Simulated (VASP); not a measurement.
# Li4TmGe (P6/mmm) in VASP: relaxation of cell and atoms with PBE

Aim: the relaxation of cell and atoms of Li4TmGe with PBE.

Everything below comes from runs of VASP 6.6.1. Logs are shortened: lines on timing, memory, paths and dates and some standing lists are left out, and cuts for length are marked.

## (1) The cell of the first run

It takes space group P6/mmm (No. 191, hexagonal). Conventional cell: a = 3.599 Å, b = 3.599 Å, c = 9.197 Å, α = 90.00°, β = 90.00°, γ = 120.00°. Li (site symmetry -6m2) has 3 Li at 2.08 Å and 3 Ge at 2.08 Å within 2.8 Å. Within 2.8 Å of Li (site symmetry 6mm) lie 1 Tm at 2.15 Å and 1 Ge at 2.45 Å. Tm (site symmetry 6/mmm) has 2 Li at 2.15 Å within 2.8 Å. Within 2.8 Å of Ge (site symmetry 6/mmm) lie 8 Li at 2.08 to 2.45 Å.

The cell was generated, and may not be a known phase.

## (2) Relaxation of cell and atoms, PBE

Contents of INCAR:

```
PREC = Accurate
ENCUT = 750
EDIFF = 1E-7
ISMEAR = 0
SIGMA = 0.2
LREAL = F
LASPH = T
NELM = 200
ALGO = Normal
ISIF = 3
LWAVE = F
LCHARG = F
GGA = PE
IBRION = 2
NSW = 36
EDIFFG = -0.08
GGA_COMPAT = F
NELMIN = 4
LMAXMIX = 6
```

Contents of KPOINTS:

```
regular mesh
0
Gamma
  5 5 2
```

Contents of POSCAR:

```
Li4TmGe
1.0
    3.5988588800      0.0000000000      0.0000000000
   -1.7994294400      3.1167032100      0.0000000000
    0.0000000000      0.0000000000      9.1973698700
Li Tm Ge
4 1 1
Direct
    0.3333333300      0.6666666700      0.0000000000
    0.6666666700      0.3333333300      0.0000000000
    0.0000000000      0.0000000000      0.7332345100
    0.0000000000      0.0000000000      0.2667654900
    0.0000000000      0.0000000000      0.5000000000
    0.0000000000      0.0000000000      0.0000000000
```

Potentials or basis: VASP PAW PBE potentials, release 64 (Li_sv, Tm_3, Ge_d), 4f in core.

Run with:

```console
$ cat potpaw_PBE.64/Li_sv/POTCAR potpaw_PBE.64/Tm_3/POTCAR potpaw_PBE.64/Ge_d/POTCAR > POTCAR
$ mpirun -np 1 vasp_std > vasp.out
```

OUTCAR:

```text
PREC = Accurate
   ENCUT = 750
   EDIFF = 1E-7
   ISMEAR = 0
   LREAL = F
   LASPH = T
   NELM = 200
   ISIF = 3
   GGA = PE
   IBRION = 2
   NSW = 36
   EDIFFG = -0.08
   NELMIN = 4

 ion  position               nearest neighbor table
   1  0.333  0.667  0.000-   2 2.08   6 2.08   2 2.08   6 2.08   6 2.08   2 2.08
   2  0.667  0.333  0.000-   1 2.08   6 2.08   1 2.08   6 2.08   6 2.08   1 2.08
   3  0.000  0.000  0.733-   5 2.15   6 2.45
   4  0.000  0.000  0.267-   5 2.15   6 2.45
   5  0.000  0.000  0.500-   3 2.15   4 2.15
   6  0.000  0.000  0.000-   1 2.08   2 2.08   1 2.08   2 2.08   2 2.08   1 2.08   3 2.45   4 2.45

  LATTYP: Found a hexagonal cell.
 ALAT       =     3.5988588800
 C/A-ratio  =     2.5556350434

  Lattice vectors:

 A1 = (   3.5988588800,   0.0000000000,   0.0000000000)
 A2 = (  -1.7994294400,   3.1167032100,   0.0000000000)
 A3 = (   0.0000000000,   0.0000000000,   9.1973698700)

Analysis of symmetry for initial positions (statically):
=====================================================================
 Subroutine PRICEL returns:
 Original cell was already a primitive cell.

 Routine SETGRP: Setting up the symmetry group for a
 hexagonal supercell.

 Subroutine GETGRP returns: Found 24 space group operations
 (whereof 24 operations were pure point group operations)
 out of a pool of 24 trial point group operations.

The static configuration has the point symmetry D_6h.

Analysis of symmetry for dynamics (positions and initial velocities):
=====================================================================
 Subroutine PRICEL returns:
 Original cell was already a primitive cell.

 Routine SETGRP: Setting up the symmetry group for a
 hexagonal supercell.

 Subroutine GETGRP returns: Found 24 space group operations
 (whereof 24 operations were pure point group operations)
 out of a pool of 24 trial point group operations.

The dynamic configuration has the point symmetry D_6h.

 Subroutine INISYM returns: Found 24 space group operations
 (whereof 24 operations are pure point group operations),
 and found     1 'primitive' translations

----------------------------------------------------------------------------------------

                                     Primitive cell

  volume of cell :     103.1630

  direct lattice vectors                    reciprocal lattice vectors
     3.598858880  0.000000000  0.000000000     0.277865855  0.160425926  0.000000000
    -1.799429440  3.116703210  0.000000000     0.000000000  0.320851853  0.000000000
     0.000000000  0.000000000  9.197369870     0.000000000  0.000000000  0.108726735

  length of vectors
     3.598858880  3.598858876  9.197369870     0.320851853  0.320851853  0.108726735

  position of ions in fractional coordinates (direct lattice)
     0.333333330  0.666666670  0.000000000
     0.666666670  0.333333330  0.000000000
     0.000000000  0.000000000  0.733234510
     0.000000000  0.000000000  0.266765490
     0.000000000  0.000000000  0.500000000
     0.000000000  0.000000000  0.000000000

  ion indices of the primitive-cell ions
   primitive index   ion index
                 1           1
                 2           2
                 3           3
                 4           4
                 5           5
                 6           6

----------------------------------------------------------------------------------------

 KPOINTS: regular mesh

Automatic generation of k-mesh.
 Grid dimensions read from file:
 generate k-points for:    5    5    2

 Generating k-lattice:

  Cartesian coordinates                     Fractional coordinates (reciprocal lattice)
     0.055573171  0.032085185  0.000000000     0.200000000 -0.000000000  0.000000000
     0.000000000  0.064170371  0.000000000     0.000000000  0.200000000  0.000000000
     0.000000000  0.000000000  0.054363368     0.000000000  0.000000000  0.500000000

  Length of vectors
     0.064170371  0.064170371  0.054363368

  Shift w.r.t. Gamma in fractional coordinates (k-lattice)
     0.000000000  0.000000000  0.000000000

 Subroutine IBZKPT returns following result:
 ===========================================

 Found     10 irreducible k-points:

 Following reciprocal coordinates:
            Coordinates               Weight
  0.000000  0.000000  0.000000      1.000000
  0.200000  0.000000  0.000000      6.000000
  0.400000 -0.000000  0.000000      6.000000
  0.200000  0.200000  0.000000      6.000000
  0.400000  0.200000  0.000000      6.000000
  0.000000  0.000000  0.500000      1.000000
  0.200000  0.000000  0.500000      6.000000
  0.400000 -0.000000  0.500000      6.000000
  0.200000  0.200000  0.500000      6.000000
  0.400000  0.200000  0.500000      6.000000
   k-points           NKPTS =     10   k-points in BZ     NKDIM =     10   number of bands    NBANDS=     21
   number of dos      NEDOS =    301   number of ions     NIONS =      6
   total plane-waves  NPLWV =  86016
   dimension x,y,z NGX =    32 NGY =   32 NGZ =   84
   dimension x,y,z NGXF=    64 NGYF=   64 NGZF=  168
   ions per type =               4   1   1
   NGX,Y,Z   is equivalent  to a cutoff of  14.78, 14.78, 15.18 a.u.
   NGXF,Y,Z  is equivalent  to a cutoff of  29.56, 29.56, 30.37 a.u.
 SYSTEM =  unknown system
   PREC   = accura    normal or accurate (medium, high low for compatibility)
   ISTART =      0    job   : 0-new  1-cont  2-samecut
   ICHARG =      2    charge: 1-file 2-atom 10-const
   ISPIN  =      1    spin polarized calculation?
   LNONCOLLINEAR =      F non collinear calculations
   LSORBIT =      F    spin-orbit coupling
   LASPH  =      T    aspherical Exc in radial PAW
   ENCUT  =  750.0 eV  55.12 Ry    7.42 a.u.   8.04  8.04 20.54*2*pi/ulx,y,z
   NELM   =    200;   NELMIN=  4; NELMDL= -5     # of ELM steps
   EDIFF  = 0.1E-06   stopping-criterion for ELM
   LREAL  =      F    real-space projection
   EDIFFG = -.8E-01   stopping-criterion for IOM
   NSW    =     36    number of steps for IOM
   IBRION =      2    ionic relax: 0-MD 1-quasi-New 2-CG
   NFREE  =      1    steps in history (QN), initial steepest desc. (CG)
   ISIF   =      3    stress and relaxation
   ISYM   =      2    0-nonsym 1-usesym 2-fastsym
   POTIM  = 0.5000    time-step for ionic-motion
   TEBEG  =    0.0;   TEEND  =   0.0 temperature during run
   PSTRESS=    0.0 pullay stress
   NELECT =      35.0000    total number of electrons
   NUPDOWN=      -1.0000    fix difference up-down
   EMIN   =  10.00;   EMAX   =-10.00  energy-range for DOS
   EFERMI =   0.00;   METHOD = LEGACY
   ISMEAR =     0;   SIGMA  =   0.20  broadening in eV -4-tet -1-fermi 0-gaus
   EFERMI_NEDOS =   21; number of points for ismear=-14 and -15
   IALGO  =     38    algorithm
   IMIX   =      4    mixing-type and parameters
     AMIX     =   0.40;   BMIX     =  1.00
     AMIX_MAG =   1.60;   BMIX_MAG =  1.00
  volume/ion in A,a.u.               =      17.19       116.03
  Fermi-wavevector in a.u.,A,eV,Ry     =   1.141799  2.157687 17.737973  1.303704
  Thomas-Fermi vector in A             =   2.278498
   LORBIT       =      0    0 simple, 1 ext, 2 COOP (PROOUT), +10 PAW based schemes
   GGA     = PE    functional components
   LHFCALC =     F    Hartree Fock is set to
   AEXX    =    0.0000 exact exchange contribution
   IVDW    =     0    specifies the selected vdW correction
   LEPSILON=     F    determine dielectric tensor
   LRPA    =     F    only Hartree local field effects (RPA)
 conjugate gradient relaxation of ions
 non-spin polarized calculation
 Gauss-broadening in eV      SIGMA  =   0.20
  energy-cutoff  :      750.00
  volume of cell :      103.16
 maximum number of plane-waves:      4830
   NGX = 17   NGY = 17   NGZ = 41

--------------------------------------- Ionic step        1  -------------------------------------------

 number of electron      35.0000007 magnetization

 Free energy of the ion-electron system (eV)
  ---------------------------------------------------
  ext. energy  EPLUGINS =         0.00000000
  ---------------------------------------------------
  free energy    TOTEN  =        -9.86542092 eV

  energy without entropy =       -9.79239101  energy(sigma->0) =       -9.82890597

 E-fermi :   2.4679     XC(G=0):  -8.9489

 val. band max:        2.3696067362   @ k =   0.2000   0.0000   0.0000
 cond. band min:       2.4787441588   @ k =   0.4000   0.2000   0.5000
 fundamental gap:      0.1091374225
 Fermi energy:         2.4679442779

 k-point     1 :       0.0000    0.0000    0.0000
  band No.  band energies     occupation
      1     -44.7723      2.00000
      2     -44.7612      2.00000
      3     -42.5569      2.00000
      4     -42.1264      2.00000
      5     -24.2842      2.00000
      6     -23.4762      2.00000
[... 342 lines left out ...]
  FREE ENERGIE OF THE ION-ELECTRON SYSTEM (eV)
  ---------------------------------------------------
  free  energy   TOTEN  =       -13.9504163132 eV

  energy  without entropy=      -13.7667607096  energy(sigma->0) =      -13.85858851

 E-fermi :  -0.2343     XC(G=0):  -6.4651

 val. band max:       -0.2458410095   @ k =   0.4000   0.2000   0.0000
 cond. band min:      -0.1932815272   @ k =   0.2000   0.0000   0.0000
 fundamental gap:      0.0525594823
 Fermi energy:        -0.2342938561

 k-point     1 :       0.0000    0.0000    0.0000
  band No.  band energies     occupation
      1     -47.4932      2.00000
      2     -47.4932      2.00000
      3     -45.8425      2.00000
      4     -45.8041      2.00000
      5     -27.9629      2.00000
      6     -27.9629      2.00000
[... 214 lines left out ...]
      5     -27.9751      2.00000
      6     -27.9694      2.00000
[... 13 lines left out ...]
     20      -0.0050      0.10491
     21       0.5523      0.00000

[... ionic steps 4 to 10 ...]

--------------------------------------- Ionic step       11  -------------------------------------------

 number of electron      35.0000024 magnetization

------------------------ aborting loop because EDIFF is reached ----------------------------------------

  FORCE on cell =-STRESS in cart. coord.  units (eV):
  Direction    XX          YY          ZZ          XY          YZ          ZX
  --------------------------------------------------------------------------------------
  -------------------------------------------------------------------------------------
  Total        0.0554891      0.0554891      0.6703821      0.0000000      0.0000000      0.0000000
  in kB        0.4948908      0.4948908      5.9789444      0.0000000      0.0000000      0.0000000
  external PRESSURE =       2.3229087 kB  Pullay stress =       0.0000000 kB
[... 65 lines left out ...]
  energy  without entropy=      -14.2151912024  energy(sigma->0) =      -14.29934957

--------------------------------------- Ionic step       13  -------------------------------------------

 number of electron      35.0000038 magnetization

 Free energy of the ion-electron system (eV)
  ---------------------------------------------------
  ext. energy  EPLUGINS =         0.00000000
  ---------------------------------------------------
  free energy    TOTEN  =       -14.38665405 eV

  energy without entropy =      -14.21838786  energy(sigma->0) =      -14.30252095

 E-fermi :   0.3317     XC(G=0):  -7.0453

 val. band max:        0.3173658272   @ k =   0.4000  -0.0000   0.0000
 cond. band min:       0.3574027149   @ k =   0.2000   0.2000   0.0000
 fundamental gap:      0.0400368877
 Fermi energy:         0.3316577012

 k-point     1 :       0.0000    0.0000    0.0000
  band No.  band energies     occupation
      1     -46.5189      2.00000
      2     -46.5189      2.00000
      3     -44.7608      2.00000
      4     -44.6617      2.00000
      5     -27.0936      2.00000
      6     -27.0471      2.00000
[... 262 lines left out ...]
  FREE ENERGIE OF THE ION-ELECTRON SYSTEM (eV)
  ---------------------------------------------------
  free  energy   TOTEN  =       -14.3866540464 eV

  energy  without entropy=      -14.2183878573  energy(sigma->0) =      -14.30252095

 reached required accuracy - stopping structural energy minimisation
```

Run time: 3.6 min. Hardware: 1 thread of Intel Xeon 6975P-C (Granite Rapids), shared host; peak memory 0.32 GiB.

Results:

```yaml
Free_energy: -14.3867 eV
Relaxed_volume: 30.33 Å³/atom
Relaxed_cell: a = 4.231 Å, b = 4.231 Å, c = 11.740 Å, α = 90.00°, β = 90.00°, γ = 120.00°
Space_group_after_relaxing_to_0.1_Å: P6/mmm (No. 191)
Energy_gained_by_relaxing: 753.5 meV/atom
Ionic_steps: 13
Pressure_after_relaxing: 0.0 GPa
Largest_force_after_relaxing: 0.024 eV/Å
Band_gap_on_the_k_mesh: zero (an odd number of electrons rules out a gap without spin polarisation)
```

Forces in eV/Å, atoms in the order of the input:
```
Li   0.000  0.000  0.000
Li   0.000  0.000  0.000
Li   0.000  0.000  0.024
Li   0.000  0.000 -0.024
Tm   0.000  0.000  0.000
Ge   0.000  0.000  0.000
```

Stress tensor (GPa, compression positive):
```
-0.05  0.00  0.00
 0.00 -0.05  0.00
 0.00  0.00  0.10
```

Step by step:
```csv
step,energy change (eV),largest force (eV/Å),pressure (GPa),volume (Å³)
1,0.0000,3.0640,21.01,103.16
2,-3.3915,1.5213,5.18,140.61
3,-4.0850,1.0420,1.15,165.89
4,-3.9399,0.5433,-2.72,225.17
5,-4.2429,0.7556,-0.84,188.05
6,-4.2428,0.7769,-0.66,185.68
7,-4.3523,0.6286,-0.47,183.06
8,-4.4637,0.3810,0.12,177.70
9,-4.4688,0.3219,0.33,176.21
10,-4.5064,0.1759,0.25,177.88
11,-4.5177,0.0219,0.23,179.64
12,-4.5181,0.0123,0.23,179.36
13,-4.5212,0.0245,0.00,181.99
```

Final structure:
```
CELL_PARAMETERS angstrom
4.23079 0.00000 0.00000
-2.11540 3.66398 0.00000
0.00000 0.00000 11.74045
ATOMIC_POSITIONS crystal
Li 0.33333 0.66667 0.00000
Li 0.66667 0.33333 0.00000
Li 0.00000 0.00000 0.78809
Li 0.00000 0.00000 0.21191
Tm 0.00000 0.00000 0.50000
Ge 0.00000 0.00000 0.00000
```

Levels at points of the mesh, in eV from the Fermi level:
| k point | band 14 | band 15 | band 16 | band 17 | band 18 | band 19 | band 20 | band 21 |
| --- | --- | --- | --- | --- | --- | --- | --- | --- |
| (0.00, 0.00, 0.00) | -3.63 | -2.20 | -0.39 | -0.34 | 1.15 | 1.15 | 1.16 | 1.16 |
| (0.00, 0.00, 0.50) | -3.65 | -2.05 | -0.89 | -0.08 | 1.15 | 1.15 | 1.15 | 1.15 |

Caveat: the k points lie up to 0.34 Å⁻¹ apart in the final cell, too coarse for converged energies and pressures of a metal; the volume moved by over 15 % at a fixed basis, so the end points are rough; spin-orbit coupling is left out, which moves the levels of the heavy elements; the 4f electrons are frozen in the core, so they carry no moment and show no levels.

The gap in the log of VASP goes by the Fermi energy; the results here count the filled bands.